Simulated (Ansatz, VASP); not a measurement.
**One calculation of TaMo2Au2, two programs**

```
CELL_PARAMETERS angstrom
2.69638 -4.41349 0.00000
2.69638 4.41349 0.00000
0.00000 0.00000 7.52118
ATOMIC_POSITIONS crystal
Ta 0.00000 0.00000 0.50000
Mo 0.00000 0.00000 0.12743
Mo 0.00000 0.00000 0.87257
Au 0.00000 0.50000 0.50000
Au 0.50000 0.00000 0.50000
```

Alike in both runs: task single point; functional PBE; k mesh 4 × 4 × 2; occupations gaussian, width 0.1 eV; collinear spin.

|  | VASP | Ansatz |
| --- | --- | --- |
| version | VASP 6.6.1 | Ansatz 0.2.0 |
| potentials or method | VASP PAW PBE potentials, release 64 (Ta_pv, Mo_sv, Au), cutoff 520 eV | scalar-relativistic, plane waves, PAW |
| valence electrons in the cell | 61 | 79 |

|  | VASP | Ansatz | Ansatz less VASP |
| --- | --- | --- | --- |
| gap on the k mesh at the Fermi level (eV) | none | none | - |
| pressure (GPa) | 0.6 | 0.1 | -0.50 |
| traceless stress, the component that is largest in VASP (GPa) | 1.14 | 0.08 | -1.057 |
| rms of the force components (eV/Å) | 0.644 | 0.278 | -0.3661 |
| net moment per atom (μB) | 0.00 | 0.00 | 0.000 |

Atom by atom the forces differ by 0.366 eV/Å (rms over components). A gap of «none» marks a metal or a gap that the smearing closes. VASP's potentials hold 61 valence electrons a cell and Ansatz's 79, so a difference there can come from the potentials and not from the codes. Ansatz's warnings: seeded moment not kept.

The k mesh is coarse, so the values compare programs but aren't converged. Spin-orbit coupling is off throughout.
